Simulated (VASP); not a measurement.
## K2Pt: single point with LDA

The system is K2Pt.

```xyz
3
Lattice="0.0000 3.7626 3.7815 3.8004 0.0000 3.7815 3.8004 3.7626 0.0000" Properties=species:S:1:pos:R:3 pbc="T T T"
K     5.7006    5.6438    5.6722
K     1.9002    1.8813    1.8907
Pt    0.0000    0.0000    0.0000
```

This cell differs from its parent crystal: strain +0.0050 x Voigt [1, -1, 0, 0, 0, 0].

```yaml
Program: VASP 6.6.1
Task: single point
Functional: LDA
Potentials_or_basis: VASP PAW LDA potentials, release 64 (K_sv, Pt)
Cutoff: 520 eV
k_mesh: 6 × 6 × 6
Occupations: gaussian, width 0.05 eV
Spin: no spin polarisation
```

- Pressure: -1.8 GPa
- Band gap on the k mesh: 1.31 eV (least direct gap 1.39 eV)

Stress tensor (GPa, compression positive):
```
-1.91  0.00  0.00
 0.00 -1.70  0.00
 0.00  0.00 -1.80
```

Levels at points of the mesh, in eV from the valence-band top:
```
           k point  band 12  band 13  band 14  band 15  band 16  band 17
(0.00, 0.00, 0.00)    -0.07    -0.07    -0.07     3.46     3.48     3.50
(0.50, 0.00, 0.00)    -0.15    -0.08    -0.07     1.31     4.11     4.15
(0.50, 0.50, 0.00)    -0.07    -0.06     0.00     1.51     3.74     4.14
(0.50, 0.00, 0.50)    -0.06    -0.06     0.00     1.53     3.74     4.12
(0.00, 0.50, 0.50)    -0.07    -0.07     0.00     1.49     3.74     4.17
```

Run time: 2.3 min on 1 thread of AMD EPYC 7R13, with other jobs on the host, peak memory 0.23 GiB.

Caveat: the cell differs from its parent crystal (strain +0.0050 x Voigt [1, -1, 0, 0, 0, 0]); spin-orbit coupling is left out, which moves the levels of the heavy elements. A k mesh can miss the band edges.
